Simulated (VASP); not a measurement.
Input of a VASP 6.6.1 run:

Contents of INCAR:

```
ALGO = Normal
EDIFF = 1E-6
ENCUT = 520
GGA = PE
ISIF = 2
ISMEAR = 0
LASPH = True
LCHARG = True
LELF = True
LREAL = Auto
LVHAR = True
LWAVE = False
NBANDS = 85
NELM = 100
PREC = Accurate
SIGMA = 0.05
```

Contents of KPOINTS:

```
k-points
0
Gamma
  9 9 1
```

Contents of POSCAR:

```
Bi2Te3
1.0
   -4.4465493992      0.0000000000      0.0000000000
   -2.2232746996     -3.8508247389      0.0000000000
   -5.0023680741     -2.8881185542     32.1686732172
Bi Te
6 9
Direct
    0.2437484411      0.2437484411      0.5638909674
    0.8270817744     -0.1729182256      0.2305576341
   -0.3395848922     -0.3395848922      0.8972243008
    0.0895598922      0.0895598922      0.7694756992
    0.6728932256     -0.3271067744      0.4361423659
    0.2562265589      0.2562265589      0.1028090326
    0.5416541667      0.5416541667      0.1666833333
   -0.6250125000     -0.6250125000      0.8333500000
   -0.0416791667     -0.0416791667      0.5000166667
    0.3796291763      0.3796291763      0.3827166538
    0.9629625096      0.9629625096      0.0493833205
   -0.2037041570     -0.2037041570      0.7160499872
   -0.0463208430     -0.0463208430      0.9506500128
    0.5370124904     -0.4629875096      0.6173166795
    0.1203458237      0.1203458237      0.2839833462
```

Potentials or basis: VASP PAW PBE potentials, release 64 (Bi_d, Te).

Command:

```bash
$ cat potpaw_PBE.64/Bi_d/POTCAR potpaw_PBE.64/Te/POTCAR > POTCAR
$ mpirun -np 1 vasp_std > vasp.out
```

(1) What does it give for the pressure?

(2) Predict the band gap on the k mesh.

(3) What does it give for the largest force?

## Answers

(1) 0.3 GPa.

(2) 0.22 eV.

(3) 0.451 eV/Å.

Caveat: the cell differs from its parent crystal (the part above a cut slid along it); spin-orbit coupling is left out, which moves the levels of the heavy elements; this functional lacks dispersion, which binds layers or chains, so the pressure and a relaxed spacing across them are unreliable.
